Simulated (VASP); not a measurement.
# FeSi (P2_13) in VASP: further runs

Aim: see how the results for FeSi move with the level of theory and the settings. Levels: r2SCAN, LDA. Tasks: single point.

Everything below comes from runs of VASP 6.6.1. Logs are shortened: lines on timing, memory, paths and dates and some standing lists are left out, and cuts for length are marked.

**1. The cell of the first run**

The structure is cubic, space group P2_13 (No. 198). Conventional cell: a = 4.431 Å, b = 4.431 Å, c = 4.431 Å, α = 90.00°, β = 90.00°, γ = 90.00°. Within 3.0 Å of Fe (site symmetry 3) lie 7 Si at 2.26 to 2.46 Å and 6 Fe at 2.72 Å. Within 3.0 Å of Si (site symmetry 3) lie 7 Fe at 2.26 to 2.46 Å and 6 Si at 2.74 Å.

**2. Single point, r2SCAN, collinear spin, ferromagnetic start**

POSCAR

```
FeSi
1.0
    4.4313444685      0.0000000000      0.0000000000
    0.0000000000      4.4313444685      0.0000000000
    0.0000000000      0.0000000000      4.4313444685
Fe Si
4 4
Direct
    0.8609476435      0.6390523565      0.3609476435
    0.6390523565      0.3609476435      0.8609476435
    0.3609476435      0.8609476435      0.6390523565
    0.1390523565      0.1390523565      0.1390523565
    0.1550920593      0.3449079407      0.6550920593
    0.3449079407      0.6550920593      0.1550920593
    0.6550920593      0.1550920593      0.3449079407
    0.8449079407      0.8449079407      0.8449079407
```

INCAR.step1

```
SYSTEM = FeSi
PREC     = Accurate       ! precision mode
ENCUT    = 520            ! plane-wave cutoff, eV
ISMEAR   = -1             ! smearing method
SIGMA    = 0.05           ! smearing width, eV
LREAL    = .FALSE.        ! projectors in reciprocal space
LASPH    = .TRUE.         ! aspherical terms in the spheres
NELM     = 150            ! most SCF steps
ISPIN    = 2              ! spin polarisation
MAGMOM   = 3 3 3 3 0 0 0 0 ! initial moments
LMAXMIX  = 4              ! l up to which the mixer works
NBANDS   = 38             ! bands
GGA      = PE             ! functional
ALGO     = Normal         ! electronic algorithm
EDIFF    = 1E-4           ! SCF threshold, eV
LWAVE    = .TRUE.         ! write WAVECAR
LCHARG   = .FALSE.        ! write CHGCAR
```

INCAR.step2

```
SYSTEM = FeSi
PREC     = Accurate       ! precision mode
ENCUT    = 520            ! plane-wave cutoff, eV
EDIFF    = 1E-6           ! SCF threshold, eV
ISMEAR   = -1             ! smearing method
SIGMA    = 0.05           ! smearing width, eV
LREAL    = .FALSE.        ! projectors in reciprocal space
LASPH    = .TRUE.         ! aspherical terms in the spheres
NELM     = 150            ! most SCF steps
ALGO     = Normal         ! electronic algorithm
ISIF     = 2              ! what is computed and relaxed
LWAVE    = .FALSE.        ! write WAVECAR
LCHARG   = .TRUE.         ! write CHGCAR
ISPIN    = 2              ! spin polarisation
MAGMOM   = 3 3 3 3 0 0 0 0 ! initial moments
LORBIT   = 11             ! projections on sites
LMAXMIX  = 4              ! l up to which the mixer works
METAGGA  = R2SCAN         ! meta-GGA
LMIXTAU  = .TRUE.       
LELF     = .TRUE.         ! ELF
LVHAR    = .TRUE.       
NBANDS   = 38             ! bands
ISTART   = 1
```

KPOINTS

```
regular mesh
0
G
  6 6 6
  0 0 0
```

Potentials or basis: VASP PAW PBE potentials, release 64 (Fe, Si).

Command:

```bash
$ cat potpaw_PBE.64/Fe/POTCAR potpaw_PBE.64/Si/POTCAR > POTCAR
$ cp INCAR.step1 INCAR
$ mpirun -np 1 vasp_std > vasp.out
$ cp INCAR.step2 INCAR
$ mpirun -np 1 vasp_std > vasp.out
```

OUTCAR:

```text
SYSTEM = FeSi
   PREC = Accurate
   ENCUT = 520
   EDIFF = 1E-6
   ISMEAR = -1
   LREAL = .FALSE.
   LASPH = .TRUE.
   NELM = 150
   ISIF = 2
   ISPIN = 2
   LORBIT = 11
   METAGGA = R2SCAN
   ISTART = 1

 ion  position               nearest neighbor table
   1  0.861  0.639  0.361-   5 2.26   6 2.33   7 2.33   8 2.33   7 2.46   8 2.46   6 2.46   2 2.72
                             2 2.72   3 2.72   4 2.72   3 2.72   4 2.72
   2  0.639  0.361  0.861-   6 2.26   5 2.33   8 2.33   7 2.33   5 2.46   7 2.46   8 2.46   1 2.72
                             1 2.72   3 2.72   3 2.72   4 2.72   4 2.72
   3  0.361  0.861  0.639-   7 2.26   5 2.33   8 2.33   6 2.33   6 2.46   5 2.46   8 2.46   1 2.72
                             4 2.72   2 2.72   2 2.72   1 2.72   4 2.72
   4  0.139  0.139  0.139-   8 2.26   7 2.33   6 2.33   5 2.33   6 2.46   5 2.46   7 2.46   2 2.72
                             3 2.72   1 2.72   3 2.72   1 2.72   2 2.72
   5  0.155  0.345  0.655-   1 2.26   2 2.33   3 2.33   4 2.33   3 2.46   4 2.46   2 2.46   8 2.74
                             6 2.74   6 2.74   8 2.74   7 2.74   7 2.74
   6  0.345  0.655  0.155-   2 2.26   1 2.33   4 2.33   3 2.33   1 2.46   3 2.46   4 2.46   8 2.74
                             5 2.74   5 2.74   7 2.74   7 2.74   8 2.74
   7  0.655  0.155  0.345-   3 2.26   1 2.33   4 2.33   2 2.33   2 2.46   1 2.46   4 2.46   8 2.74
                             8 2.74   5 2.74   6 2.74   6 2.74   5 2.74
   8  0.845  0.845  0.845-   4 2.26   3 2.33   2 2.33   1 2.33   2 2.46   1 2.46   3 2.46   5 2.74
                             6 2.74   7 2.74   7 2.74   5 2.74   6 2.74

  LATTYP: Found a simple cubic cell.
 ALAT       =     4.4313444685

  Lattice vectors:

 A1 = (   4.4313444685,   0.0000000000,   0.0000000000)
 A2 = (   0.0000000000,   4.4313444685,   0.0000000000)
 A3 = (   0.0000000000,   0.0000000000,   4.4313444685)

Analysis of symmetry for initial positions (statically):
=====================================================================
 Subroutine PRICEL returns:
 Original cell was already a primitive cell.

 Routine SETGRP: Setting up the symmetry group for a
 simple cubic supercell.

 Subroutine GETGRP returns: Found 12 space group operations
 (whereof  3 operations were pure point group operations)
 out of a pool of 48 trial point group operations.

The static configuration has the point symmetry C_3 .
 The point group associated with its full space group is T   .

Analysis of symmetry for dynamics (positions and initial velocities):
=====================================================================
 Subroutine PRICEL returns:
 Original cell was already a primitive cell.

 Routine SETGRP: Setting up the symmetry group for a
 simple cubic supercell.

 Subroutine GETGRP returns: Found 12 space group operations
 (whereof  3 operations were pure point group operations)
 out of a pool of 48 trial point group operations.

The dynamic configuration has the point symmetry C_3 .
 The point group associated with its full space group is T   .

Analysis of structural, dynamic, and magnetic symmetry:
=====================================================================
 Subroutine PRICEL returns:
 Original cell was already a primitive cell.

 Routine SETGRP: Setting up the symmetry group for a
 simple cubic supercell.

 Subroutine GETGRP returns: Found 12 space group operations
 (whereof  3 operations were pure point group operations)
 out of a pool of 48 trial point group operations.

The overall configuration has the point symmetry C_3 .
 The point group associated with its full space group is T   .

 Subroutine INISYM returns: Found 12 space group operations
 (whereof  3 operations are pure point group operations),
 and found     1 'primitive' translations

----------------------------------------------------------------------------------------

                                     Primitive cell

  volume of cell :      87.0175

  direct lattice vectors                    reciprocal lattice vectors
     4.431344468  0.000000000  0.000000000     0.225665147  0.000000000  0.000000000
     0.000000000  4.431344468  0.000000000     0.000000000  0.225665147  0.000000000
     0.000000000  0.000000000  4.431344468     0.000000000  0.000000000  0.225665147

  length of vectors
     4.431344468  4.431344468  4.431344468     0.225665147  0.225665147  0.225665147

  position of ions in fractional coordinates (direct lattice)
     0.860947643  0.639052357  0.360947643
     0.639052357  0.360947643  0.860947643
     0.360947643  0.860947643  0.639052357
     0.139052357  0.139052357  0.139052357
     0.155092059  0.344907941  0.655092059
     0.344907941  0.655092059  0.155092059
[... 67 lines left out ...]
   number of dos      NEDOS =    301   number of ions     NIONS =      8
   total plane-waves  NPLWV =  46656
   dimension x,y,z NGX =    36 NGY =   36 NGZ =   36
   dimension x,y,z NGXF=    72 NGYF=   72 NGZF=   72
   ions per type =               4   4
   NGX,Y,Z   is equivalent  to a cutoff of  13.51, 13.51, 13.51 a.u.
   NGXF,Y,Z  is equivalent  to a cutoff of  27.01, 27.01, 27.01 a.u.
 SYSTEM =  FeSi
   PREC   = accura    normal or accurate (medium, high low for compatibility)
   ISTART =      1    job   : 0-new  1-cont  2-samecut
   ICHARG =      0    charge: 1-file 2-atom 10-const
   ISPIN  =      2    spin polarized calculation?
   LNONCOLLINEAR =      F non collinear calculations
   LSORBIT =      F    spin-orbit coupling
   LASPH  =      T    aspherical Exc in radial PAW
   ENCUT  =  520.0 eV  38.22 Ry    6.18 a.u.   8.24  8.24  8.24*2*pi/ulx,y,z
   NELM   =    150;   NELMIN=  2; NELMDL=  0     # of ELM steps
   EDIFF  = 0.1E-05   stopping-criterion for ELM
   LREAL  =      F    real-space projection
   EDIFFG = 0.1E-04   stopping-criterion for IOM
   NSW    =      0    number of steps for IOM
   IBRION =     -1    ionic relax: 0-MD 1-quasi-New 2-CG
   NFREE  =      0    steps in history (QN), initial steepest desc. (CG)
   ISIF   =      2    stress and relaxation
   ISYM   =      2    0-nonsym 1-usesym 2-fastsym
   POTIM  = 0.5000    time-step for ionic-motion
   TEBEG  =    0.0;   TEEND  =   0.0 temperature during run
   PSTRESS=    0.0 pullay stress
   NELECT =      48.0000    total number of electrons
   NUPDOWN=      -1.0000    fix difference up-down
   EMIN   =  10.00;   EMAX   =-10.00  energy-range for DOS
   EFERMI =   0.00;   METHOD = LEGACY
   ISMEAR =    -1;   SIGMA  =   0.05  broadening in eV -4-tet -1-fermi 0-gaus
   EFERMI_NEDOS =   21; number of points for ismear=-14 and -15
   IALGO  =     38    algorithm
   IMIX   =      4    mixing-type and parameters
     AMIX     =   0.40;   BMIX     =  1.00
     AMIX_MAG =   1.60;   BMIX_MAG =  1.00
  volume/ion in A,a.u.               =      10.88        73.40
  Fermi-wavevector in a.u.,A,eV,Ry     =   1.342620  2.537184 24.526244  1.802628
  Thomas-Fermi vector in A             =   2.470759
   LORBIT       =     11    0 simple, 1 ext, 2 COOP (PROOUT), +10 PAW based schemes
   METAGGA = R2SCAN    functional components
   LHFCALC =     F    Hartree Fock is set to
   AEXX    =    0.0000 exact exchange contribution
   IVDW    =     0    specifies the selected vdW correction
   LEPSILON=     F    determine dielectric tensor
   LRPA    =     F    only Hartree local field effects (RPA)
 spin polarized calculation
  energy-cutoff  :      520.00
  volume of cell :       87.02
 maximum number of plane-waves:      2364
 NGX is ok and might be reduce to    36
   NGX = 17   NGY = 17   NGZ = 17

 number of electron      48.0000030 magnetization       0.0004911

 number of electron      48.0000030 magnetization      -0.0000002

 Free energy of the ion-electron system (eV)
  ---------------------------------------------------
  ext. energy  EPLUGINS =         0.00000000
  ---------------------------------------------------
  free energy    TOTEN  =       -94.70608709 eV

  energy without entropy =      -94.69470594  energy(sigma->0) =      -94.70039652

 E-fermi :   9.9129     XC(G=0): -13.8766

 val. band max:        9.7903902517   @ k =   0.3333   0.0000   0.0000
 cond. band min:      10.0703173086   @ k =   0.3333   0.1667   0.0000
 fundamental gap:      0.2799270569
 Fermi energy:         9.9128563635

 spin component 1

 k-point     1 :       0.0000    0.0000    0.0000
  band No.  band energies     occupation
      1      -4.3074      1.00000
      2       1.4150      1.00000
      3       1.4150      1.00000
      4       1.4150      1.00000
      5       4.3668      1.00000
      6       4.3668      1.00000
[... 925 lines left out ...]
     35      16.3540      0.00000
     36      16.3540      0.00000
 Fermi energy:         9.9128563635

 spin component 2

 k-point     1 :       0.0000    0.0000    0.0000
  band No.  band energies     occupation
      1      -4.3074      1.00000
      2       1.4150      1.00000
      3       1.4150      1.00000
      4       1.4150      1.00000
      5       4.3668      1.00000
      6       4.3668      1.00000
[... 925 lines left out ...]
     35      16.3540      0.00000
     36      16.3540      0.00000
 [bands above 36 left out]

------------------------ aborting loop because EDIFF is reached ----------------------------------------

  FORCE on cell =-STRESS in cart. coord.  units (eV):
  Direction    XX          YY          ZZ          XY          YZ          ZX
  --------------------------------------------------------------------------------------
  -------------------------------------------------------------------------------------
  Total       -2.7794338     -2.7794338     -2.7794338      0.0000000      0.0000000      0.0000000
  in kB      -51.1752983    -51.1752983    -51.1752983      0.0000000      0.0000000      0.0000000
  external PRESSURE =     -51.1752983 kB  Pullay stress =       0.0000000 kB

 VOLUME and BASIS-vectors are now :
 -----------------------------------------------------------------------------
  energy-cutoff  :      520.00
  volume of cell :       87.02
      direct lattice vectors                 reciprocal lattice vectors
     4.431344468  0.000000000  0.000000000     0.225665147  0.000000000  0.000000000
     0.000000000  4.431344468  0.000000000     0.000000000  0.225665147  0.000000000
     0.000000000  0.000000000  4.431344468     0.000000000  0.000000000  0.225665147

 POSITION                                       TOTAL-FORCE (eV/Angst)
 -----------------------------------------------------------------------------------
      3.81516      2.83186      1.59948         0.127118     -0.127118      0.127118
      2.83186      1.59948      3.81516        -0.127118      0.127118      0.127118
      1.59948      3.81516      2.83186         0.127118      0.127118     -0.127118
      0.61619      0.61619      0.61619        -0.127118     -0.127118     -0.127118
      0.68727      1.52841      2.90294         0.274584     -0.274584      0.274584
      1.52841      2.90294      0.68727        -0.274584      0.274584      0.274584
      2.90294      0.68727      1.52841         0.274584      0.274584     -0.274584
      3.74408      3.74408      3.74408        -0.274584     -0.274584     -0.274584
 -----------------------------------------------------------------------------------
    total drift:                               -0.000000     -0.000000     -0.000000

  FREE ENERGIE OF THE ION-ELECTRON SYSTEM (eV)
  ---------------------------------------------------
  free  energy   TOTEN  =       -94.7060870919 eV

  energy  without entropy=      -94.6947059425  energy(sigma->0) =      -94.70039652

 total charge

# of ion       s       p       d       tot
------------------------------------------
    1        0.451   0.682   6.562   7.695
    2        0.451   0.682   6.562   7.695
    3        0.451   0.682   6.562   7.695
    4        0.451   0.682   6.562   7.695
    5        0.720   0.912   0.000   1.632
    6        0.720   0.912   0.000   1.632
    7        0.720   0.912   0.000   1.632
    8        0.720   0.912   0.000   1.632
--------------------------------------------------
tot          4.687   6.377  26.247  37.310

 magnetization (x)

# of ion       s       p       d       tot
------------------------------------------
    1        0.000   0.000  -0.000  -0.000
    2        0.000   0.000  -0.000  -0.000
    3        0.000   0.000  -0.000  -0.000
    4        0.000   0.000  -0.000  -0.000
    5        0.000   0.000   0.000   0.000
    6        0.000   0.000   0.000   0.000
    7        0.000   0.000   0.000   0.000
    8        0.000   0.000   0.000   0.000
--------------------------------------------------
tot          0.000   0.000  -0.000  -0.000
```

Wall time 6.3 min (1 thread of Intel Xeon Platinum 8375C at 2.90GHz (Ice Lake), shared host); peak memory 0.32 GiB.

Results:

* Free energy: -94.7061 eV
* Pressure: -5.1 GPa
* Largest force: 0.476 eV/Å
* Net moment: 0.00 μB per cell
* Valence electrons inside the program's atomic spheres: Fe 7.70; Si 1.63

Forces on the atoms (eV/Å):
```
Fe   0.127 -0.127  0.127
Fe  -0.127  0.127  0.127
Fe   0.127  0.127 -0.127
Fe  -0.127 -0.127 -0.127
Si   0.275 -0.275  0.275
Si  -0.275  0.275  0.275
Si   0.275  0.275 -0.275
Si  -0.275 -0.275 -0.275
```

Levels at points of the mesh, in eV from the Fermi level:
Spin up:
```
           k point  band 20  band 21  band 22  band 23  band 24  band 25  band 26  band 27  band 28  band 29
(0.00, 0.00, 0.00)    -0.50    -0.50    -0.50    -0.24    -0.24     0.65     0.65     0.65     3.14     3.14
(0.50, 0.00, 0.00)    -1.51    -0.60    -0.60    -0.17    -0.17     0.19     0.19     1.75     1.75     2.30
(0.50, 0.50, 0.00)    -1.46    -1.21    -1.21    -0.56    -0.56     0.63     0.63     1.36     1.36     2.80
(0.50, 0.50, 0.50)    -0.96    -0.88    -0.88    -0.88    -0.88     0.55     0.55     0.55     0.55     6.05
```
Spin down:
```tsv
k point	band 22	band 23	band 24	band 25	band 26	band 27
(0.00, 0.00, 0.00)	-0.50	-0.24	-0.24	0.65	0.65	0.65
(0.50, 0.00, 0.00)	-0.60	-0.17	-0.17	0.19	0.19	1.75
(0.50, 0.50, 0.00)	-1.21	-0.56	-0.56	0.63	0.63	1.36
(0.50, 0.50, 0.50)	-0.88	-0.88	-0.88	0.55	0.55	0.55
```

Caveat: the starting moments collapsed, and a magnetic state may lie lower; the PAW data sets were made with another functional, which shifts forces and pressure a little.

**3. Single point, LDA, collinear spin, ferromagnetic start**

This run uses another cell than the first one, of 11.78 Å³/atom, 1.083 times its volume.

INCAR

```
ALGO = Normal
EDIFF = 1E-6
ENCUT = 600
GGA = CA
GGA_COMPAT = False
ISIF = 2
ISMEAR = -1
ISPIN = 2
LASPH = True
LCHARG = False
LMAXMIX = 4
LORBIT = 11
LREAL = False
LWAVE = False
MAGMOM = 3 3 3 3 0 0 0 0
NBANDS = 38
NELM = 200
PREC = Accurate
SIGMA = 0.05
```

KPOINTS

```
k-points
0
Gamma
  6 6 6
```

POSCAR

```
FeSi
1.0
    4.5507000000      0.0000000000      0.0000000000
    0.0000000000      4.5507000000      0.0000000000
    0.0000000000      0.0000000000      4.5507000000
Fe Si
4 4
Direct
    0.8634800000      0.6365200000      0.3634800000
    0.6365200000      0.3634800000      0.8634800000
    0.3634800000      0.8634800000      0.6365200000
    0.1365200000      0.1365200000      0.1365200000
    0.1576000000      0.3424000000      0.6576000000
    0.3424000000      0.6576000000      0.1576000000
    0.6576000000      0.1576000000      0.3424000000
    0.8424000000      0.8424000000      0.8424000000
```

Potentials or basis: VASP PAW LDA potentials, release 64 (Fe, Si).

Command:

```bash
$ cat potpaw_LDA.64/Fe/POTCAR potpaw_LDA.64/Si/POTCAR > POTCAR
$ mpirun -np 1 vasp_std > vasp.out
```

It took 3.9 min on 1 thread of Intel Xeon Platinum 8488C (Sapphire Rapids), shared host; peak memory 0.27 GiB.

It converged, with:

* Free energy: -65.6775 eV
* Pressure: -24.1 GPa
* Largest force: 0.337 eV/Å
* Band gap on the k mesh: 0.11 eV, indirect (least direct gap 0.13 eV)
* Net moment: 0.00 μB per cell
* Valence electrons inside the program's atomic spheres: Fe 7.50; Si 1.60

Forces in eV/Å, atoms in the order of the input:
```
Fe   0.194 -0.194  0.194
Fe  -0.194  0.194  0.194
Fe   0.194  0.194 -0.194
Fe  -0.194 -0.194 -0.194
Si   0.188 -0.188  0.188
Si  -0.188  0.188  0.188
Si   0.188  0.188 -0.188
Si  -0.188 -0.188 -0.188
```

Levels at points of the mesh, in eV from the valence-band top:
Spin up:
```
           k point  band 21  band 22  band 23  band 24  band 25  band 26  band 27  band 28
(0.00, 0.00, 0.00)    -0.24    -0.24    -0.02    -0.02     0.55     0.55     0.55     2.70
(0.50, 0.00, 0.00)    -0.33    -0.33    -0.02    -0.02     0.14     0.14     1.55     1.55
(0.50, 0.50, 0.00)    -0.92    -0.92    -0.31    -0.31     0.55     0.55     1.13     1.13
(0.50, 0.50, 0.50)    -0.59    -0.59    -0.59    -0.59     0.39     0.39     0.39     0.39
```
Spin down:
```tsv
k point	band 22	band 23	band 24	band 25	band 26	band 27
(0.00, 0.00, 0.00)	-0.24	-0.02	-0.02	0.55	0.55	0.55
(0.50, 0.00, 0.00)	-0.33	-0.02	-0.02	0.14	0.14	1.55
(0.50, 0.50, 0.00)	-0.92	-0.31	-0.31	0.55	0.55	1.13
(0.50, 0.50, 0.50)	-0.59	-0.59	-0.59	0.39	0.39	0.39
```

Caveat: the starting moments collapsed, and a magnetic state may lie lower. A k mesh can miss the band edges.
